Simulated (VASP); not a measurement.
# LiCuAuO2 (R3m) in VASP: further runs

Runs on LiCuAuO2. Level: PBE. Tasks: single point.

Program: VASP 6.6.1. These are calculated values, not measurements. Logs are shortened: lines on timing, memory, paths and dates and some standing lists are left out, and cuts for length are marked.

### Step 1. The cell of the first run

Symmetry: R3m, No. 160, trigonal system. Conventional cell: a = 3.242 Å, b = 3.242 Å, c = 19.256 Å, α = 90.00°, β = 90.00°, γ = 120.00°. Au (site symmetry 3m) has 2 O at 2.07 to 2.10 Å and 3 Li at 2.67 Å within 2.7 Å. Cu (site symmetry 3m) has 6 O at 1.99 to 2.44 Å and 3 Li at 2.58 Å within 2.6 Å. O (site symmetry 3m) has 3 Li at 1.88 Å and 1 Au at 2.10 Å and 3 Cu at 2.44 Å within 2.5 Å. O (site symmetry 3m) has 3 Cu at 1.99 Å and 1 Au at 2.07 Å and 1 Li at 2.44 Å within 2.6 Å. Li (site symmetry 3m) has 4 O at 1.88 to 2.44 Å and 3 Cu at 2.58 Å and 3 Au at 2.67 Å within 2.7 Å.

### Step 2. Single point, PBE

INCAR

```
SYSTEM = LiCuAuO2
PREC     = Accurate       ! precision mode
ENCUT    = 880            ! plane-wave cutoff, eV
EDIFF    = 1E-6           ! SCF threshold, eV
ISMEAR   = -1             ! smearing method
SIGMA    = 0.05           ! smearing width, eV
LREAL    = .FALSE.        ! projectors in reciprocal space
LASPH    = .TRUE.         ! aspherical terms in the spheres
NELM     = 120            ! most SCF steps
ALGO     = Normal         ! electronic algorithm
ISIF     = 2              ! what is computed and relaxed
LWAVE    = .FALSE.        ! write WAVECAR
LCHARG   = .FALSE.        ! write CHGCAR
GGA      = PE             ! functional
NBANDS   = 34             ! bands
GGA_COMPAT= .FALSE.
```

KPOINTS

```
regular mesh
0
G
  8 8 8
  0 0 0
```

POSCAR

```
LiCuAuO2
1.0
    1.6208274708      0.9357851766      6.4188160000
   -1.6208274708      0.9357851766      6.4188160000
    0.0000000000     -1.8715703532      6.4188160000
Au Cu O Li
1 1 2 1
Direct
    0.9917940000      0.9917940000      0.9917940000
    0.5158030000      0.5158030000      0.5158030000
    0.1009220000      0.1009220000      0.1009220000
    0.8842220000      0.8842220000      0.8842220000
    0.7572590000      0.7572590000      0.7572590000
```

Potentials or basis: VASP PAW PBE potentials, release 64 (Au_sv_GW, Cu_sv_GW, O, Li_sv).

Started as:

```console
$ cat potpaw_PBE.64/Au_sv_GW/POTCAR potpaw_PBE.64/Cu_sv_GW/POTCAR potpaw_PBE.64/O/POTCAR potpaw_PBE.64/Li_sv/POTCAR > POTCAR
$ mpirun -np 1 vasp_std > vasp.out
```

OUTCAR:

```text
SYSTEM = LiCuAuO2
   PREC = Accurate
   ENCUT = 880
   EDIFF = 1E-6
   ISMEAR = -1
   LREAL = .FALSE.
   LASPH = .TRUE.
   NELM = 120
   ISIF = 2
   GGA = PE

 ion  position               nearest neighbor table
   1  0.992  0.992  0.992-   4 2.07   3 2.10   5 2.67   5 2.67   5 2.67
   2  0.516  0.516  0.516-   4 1.99   4 1.99   4 1.99   5 2.58   5 2.58   5 2.58
   3  0.101  0.101  0.101-   5 1.88   5 1.88   5 1.88   1 2.10
   4  0.884  0.884  0.884-   2 1.99   2 1.99   2 1.99   1 2.07
   5  0.757  0.757  0.757-   3 1.88   3 1.88   3 1.88   2 2.58   2 2.58   2 2.58   1 2.67   1 2.67
                             1 2.67

  LATTYP: Found a trigonal (rhomboedric) cell.
 ALAT       =     6.6861030824
 COS(alpha) =     0.8824676453

  Lattice vectors:

 A1 = (   1.6208274708,   0.9357851766,   6.4188160000)
 A2 = (  -1.6208274708,   0.9357851766,   6.4188160000)
 A3 = (   0.0000000000,  -1.8715703532,   6.4188160000)

Analysis of symmetry for initial positions (statically):
=====================================================================
 Subroutine PRICEL returns:
 Original cell was already a primitive cell.

 Routine SETGRP: Setting up the symmetry group for a
 trigonal (rhombohedral) supercell.

 Subroutine GETGRP returns: Found  6 space group operations
 (whereof  6 operations were pure point group operations)
 out of a pool of 12 trial point group operations.

The static configuration has the point symmetry C_3v.

Analysis of symmetry for dynamics (positions and initial velocities):
=====================================================================
 Subroutine PRICEL returns:
 Original cell was already a primitive cell.

 Routine SETGRP: Setting up the symmetry group for a
 trigonal (rhombohedral) supercell.

 Subroutine GETGRP returns: Found  6 space group operations
 (whereof  6 operations were pure point group operations)
 out of a pool of 12 trial point group operations.

The dynamic configuration has the point symmetry C_3v.

 Subroutine INISYM returns: Found  6 space group operations
 (whereof  6 operations are pure point group operations),
 and found     1 'primitive' translations

----------------------------------------------------------------------------------------

                                     Primitive cell

  volume of cell :      58.4143

  direct lattice vectors                    reciprocal lattice vectors
     1.620827471  0.935785177  6.418816000     0.308484406  0.178103555  0.051930657
    -1.620827471  0.935785177  6.418816000    -0.308484406  0.178103555  0.051930657
     0.000000000 -1.871570353  6.418816000     0.000000000 -0.356207110  0.051930657

  length of vectors
     6.686103082  6.686103082  6.686103082     0.359972636  0.359972636  0.359972636

  position of ions in fractional coordinates (direct lattice)
     0.991794000  0.991794000  0.991794000
     0.515803000  0.515803000  0.515803000
     0.100922000  0.100922000  0.100922000
     0.884222000  0.884222000  0.884222000
     0.757259000  0.757259000  0.757259000

  ion indices of the primitive-cell ions
   primitive index   ion index
                 1           1
                 2           2
                 3           3
                 4           4
                 5           5

----------------------------------------------------------------------------------------

 KPOINTS: regular mesh

Automatic generation of k-mesh.
 Grid dimensions read from file:
 generate k-points for:    8    8    8

 Generating k-lattice:

  Cartesian coordinates                     Fractional coordinates (reciprocal lattice)
     0.038560551  0.022262944  0.006491332     0.125000000  0.000000000 -0.000000000
    -0.038560551  0.022262944  0.006491332     0.000000000  0.125000000 -0.000000000
     0.000000000 -0.044525889  0.006491332    -0.000000000 -0.000000000  0.125000000

  Length of vectors
     0.044996579  0.044996579  0.044996579

  Shift w.r.t. Gamma in fractional coordinates (k-lattice)
     0.000000000  0.000000000  0.000000000

 Subroutine IBZKPT returns following result:
 ===========================================

 Found     65 irreducible k-points:

 Following reciprocal coordinates:
            Coordinates               Weight
  0.000000  0.000000  0.000000      1.000000
  0.125000  0.000000  0.000000      6.000000
  0.250000  0.000000  0.000000      6.000000
  0.375000  0.000000  0.000000      6.000000
  0.500000  0.000000  0.000000      3.000000
  0.125000  0.125000  0.000000      6.000000
[... 16 lines left out ...]
  0.250000  0.125000  0.125000      6.000000
  0.375000  0.125000  0.125000      6.000000
 [... further k-points ...]
   k-points           NKPTS =     65   k-points in BZ     NKDIM =     65   number of bands    NBANDS=     34
   number of dos      NEDOS =    301   number of ions     NIONS =      5
   total plane-waves  NPLWV = 343000
   dimension x,y,z NGX =    70 NGY =   70 NGZ =   70
   dimension x,y,z NGXF=   140 NGYF=  140 NGZF=  140
   ions per type =               1   1   2   1
   NGX,Y,Z   is equivalent  to a cutoff of  17.41, 17.41, 17.41 a.u.
   NGXF,Y,Z  is equivalent  to a cutoff of  34.81, 34.81, 34.81 a.u.
 SYSTEM =  LiCuAuO2
   PREC   = accura    normal or accurate (medium, high low for compatibility)
   ISTART =      0    job   : 0-new  1-cont  2-samecut
   ICHARG =      2    charge: 1-file 2-atom 10-const
   ISPIN  =      1    spin polarized calculation?
   LNONCOLLINEAR =      F non collinear calculations
   LSORBIT =      F    spin-orbit coupling
   LASPH  =      T    aspherical Exc in radial PAW
   ENCUT  =  880.0 eV  64.68 Ry    8.04 a.u.  16.17 16.17 16.17*2*pi/ulx,y,z
   NELM   =    120;   NELMIN=  2; NELMDL= -5     # of ELM steps
   EDIFF  = 0.1E-05   stopping-criterion for ELM
   LREAL  =      F    real-space projection
   EDIFFG = 0.1E-04   stopping-criterion for IOM
   NSW    =      0    number of steps for IOM
   IBRION =     -1    ionic relax: 0-MD 1-quasi-New 2-CG
   NFREE  =      0    steps in history (QN), initial steepest desc. (CG)
   ISIF   =      2    stress and relaxation
   ISYM   =      2    0-nonsym 1-usesym 2-fastsym
   POTIM  = 0.5000    time-step for ionic-motion
   TEBEG  =    0.0;   TEEND  =   0.0 temperature during run
   PSTRESS=    0.0 pullay stress
   NELECT =      53.0000    total number of electrons
   NUPDOWN=      -1.0000    fix difference up-down
   EMIN   =  10.00;   EMAX   =-10.00  energy-range for DOS
   EFERMI =   0.00;   METHOD = LEGACY
   ISMEAR =    -1;   SIGMA  =   0.05  broadening in eV -4-tet -1-fermi 0-gaus
   EFERMI_NEDOS =   21; number of points for ismear=-14 and -15
   IALGO  =     38    algorithm
   IMIX   =      4    mixing-type and parameters
     AMIX     =   0.40;   BMIX     =  1.00
     AMIX_MAG =   1.60;   BMIX_MAG =  1.00
  volume/ion in A,a.u.               =      11.68        78.84
  Fermi-wavevector in a.u.,A,eV,Ry     =   1.584870  2.994971 34.175305  2.511814
  Thomas-Fermi vector in A             =   2.684422
   LORBIT       =      0    0 simple, 1 ext, 2 COOP (PROOUT), +10 PAW based schemes
   GGA     = PE    functional components
   LHFCALC =     F    Hartree Fock is set to
   AEXX    =    0.0000 exact exchange contribution
   IVDW    =     0    specifies the selected vdW correction
   LEPSILON=     F    determine dielectric tensor
   LRPA    =     F    only Hartree local field effects (RPA)
 non-spin polarized calculation
  energy-cutoff  :      880.00
  volume of cell :       58.41
 maximum number of plane-waves:      3481
 NGX is ok and might be reduce to    70
   NGX = 33   NGY = 33   NGZ = 33

 number of electron      53.0000000 magnetization

 Free energy of the ion-electron system (eV)
  ---------------------------------------------------
  ext. energy  EPLUGINS =         0.00000000
  ---------------------------------------------------
  free energy    TOTEN  =       -21.68224398 eV

  energy without entropy =      -21.64958335  energy(sigma->0) =      -21.66591367

 E-fermi :   4.4768     XC(G=0): -11.4258

 val. band max:        4.4762419998   @ k =  -0.3750  -0.3750   0.1250
 cond. band min:       4.4878252122   @ k =   0.5000   0.5000   0.3750
 fundamental gap:      0.0115832124
 Fermi energy:         4.4768286603

 k-point     1 :       0.0000    0.0000    0.0000
  band No.  band energies     occupation
      1    -107.4111      2.00000
      2    -100.4817      2.00000
      3     -64.8781      2.00000
      4     -64.8781      2.00000
      5     -64.6304      2.00000
      6     -52.0833      2.00000
[... 26 lines left out ...]
     33      16.5131      0.00000
     34      18.6261      0.00000

 k-point     2 :       0.1250    0.0000    0.0000
  band No.  band energies     occupation
      1    -107.4110      2.00000
      2    -100.4815      2.00000
      3     -64.8787      2.00000
      4     -64.8782      2.00000
      5     -64.6304      2.00000
      6     -52.0827      2.00000
[... 26 lines left out ...]
     33      16.8315      0.00000
     34      17.8253      0.00000

 k-point     3 :       0.2500    0.0000    0.0000
  band No.  band energies     occupation
      1    -107.4110      2.00000
      2    -100.4811      2.00000
      3     -64.8802      2.00000
      4     -64.8786      2.00000
      5     -64.6302      2.00000
      6     -52.0813      2.00000
[... 26 lines left out ...]
     33      15.9079      0.00000
     34      17.1086      0.00000

 k-point     4 :       0.3750    0.0000    0.0000
  band No.  band energies     occupation
      1    -107.4109      2.00000
      2    -100.4807      2.00000
      3     -64.8817      2.00000
      4     -64.8790      2.00000
      5     -64.6300      2.00000
      6     -52.0799      2.00000
[... 26 lines left out ...]
     33      15.7933      0.00000
     34      16.3160      0.00000

 k-point     5 :       0.5000    0.0000    0.0000
  band No.  band energies     occupation
      1    -107.4109      2.00000
      2    -100.4806      2.00000
      3     -64.8824      2.00000
      4     -64.8791      2.00000
      5     -64.6300      2.00000
      6     -52.0793      2.00000
[... 621 lines left out ...]
 k-point    22 :       0.1250    0.1250    0.1250
  band No.  band energies     occupation
      1    -107.4111      2.00000
      2    -100.4817      2.00000
      3     -64.8781      2.00000
      4     -64.8781      2.00000
      5     -64.6304      2.00000
      6     -52.0832      2.00000
[... 26 lines left out ...]
     33      16.5444      0.00000
     34      18.7531      0.00000

 k-point    23 :       0.2500    0.1250    0.1250
  band No.  band energies     occupation
      1    -107.4110      2.00000
      2    -100.4815      2.00000
      3     -64.8787      2.00000
      4     -64.8782      2.00000
      5     -64.6304      2.00000
      6     -52.0827      2.00000
[... 26 lines left out ...]
     33      16.8388      0.00000
     34      17.4092      0.00000

 k-point    24 :       0.3750    0.1250    0.1250
  band No.  band energies     occupation
      1    -107.4109      2.00000
      2    -100.4811      2.00000
      3     -64.8802      2.00000
      4     -64.8786      2.00000
      5     -64.6302      2.00000
      6     -52.0813      2.00000
[... 26 lines left out ...]
     33      15.8456      0.00000
     34      17.3310      0.00000

 [... further k-points ...]

------------------------ aborting loop because EDIFF is reached ----------------------------------------

  FORCE on cell =-STRESS in cart. coord.  units (eV):
  Direction    XX          YY          ZZ          XY          YZ          ZX
  --------------------------------------------------------------------------------------
  -------------------------------------------------------------------------------------
  Total        0.5290148      0.5290148     -0.3870316      0.0000000     -0.0000000     -0.0000000
  in kB       14.5097278     14.5097278    -10.6154369      0.0000000     -0.0000000     -0.0000000
  external PRESSURE =       6.1346729 kB  Pullay stress =       0.0000000 kB

 VOLUME and BASIS-vectors are now :
 -----------------------------------------------------------------------------
  energy-cutoff  :      880.00
  volume of cell :       58.41
      direct lattice vectors                 reciprocal lattice vectors
     1.620827471  0.935785177  6.418816000     0.308484406  0.178103555  0.051930657
    -1.620827471  0.935785177  6.418816000    -0.308484406  0.178103555  0.051930657
     0.000000000 -1.871570353  6.418816000     0.000000000 -0.356207110  0.051930657

 POSITION                                       TOTAL-FORCE (eV/Angst)
 -----------------------------------------------------------------------------------
      0.00000      0.00000     19.09843         0.000000      0.000000     -0.003691
      0.00000      0.00000      9.93253         0.000000     -0.000000      0.214824
      0.00000      0.00000      1.94340         0.000000      0.000000     -0.264814
      0.00000      0.00000     17.02697         0.000000      0.000000      0.029050
      0.00000      0.00000     14.58212         0.000000      0.000000      0.024632
 -----------------------------------------------------------------------------------
    total drift:                               -0.000000      0.000000     -0.001488

  FREE ENERGIE OF THE ION-ELECTRON SYSTEM (eV)
  ---------------------------------------------------
  free  energy   TOTEN  =       -21.6822439781 eV

  energy  without entropy=      -21.6495833521  energy(sigma->0) =      -21.66591367
```

Run time: 22 min. Hardware: 1 thread of Intel Xeon Platinum 8375C at 2.90GHz (Ice Lake), shared host; peak memory 0.98 GiB.

What came out:

| Property | Result |
| --- | --- |
| Free energy | -21.6822 eV |
| Pressure | 0.6 GPa |
| Largest force | 0.265 eV/Å |
| Band gap on the k mesh | zero (an odd number of electrons rules out a gap without spin polarisation) |

Forces in eV/Å, atoms in the order of the input:
```
Au   0.000  0.000 -0.004
Cu   0.000  0.000  0.215
O    0.000  0.000 -0.265
O    0.000  0.000  0.029
Li   0.000  0.000  0.025
```

Levels at points of the mesh, in eV from the Fermi level:
```
           k point  band 24  band 25  band 26  band 27  band 28  band 29  band 30  band 31
(0.00, 0.00, 0.00)    -1.61    -1.14     0.53     0.53     0.91     4.75     6.13     9.90
(0.50, 0.00, 0.00)    -1.40    -0.80    -0.32    -0.15     2.14     4.30     6.37     9.04
(0.50, 0.50, 0.00)    -1.61    -1.14    -0.04     0.04     2.36     4.71     7.09     7.45
(0.50, 0.50, 0.50)    -1.06    -1.06     0.32     0.32     2.88     3.17     7.31     8.65
```

Caveat: spin-orbit coupling is left out, which moves the levels of the heavy elements.

(Continued in part 2 of 2.)
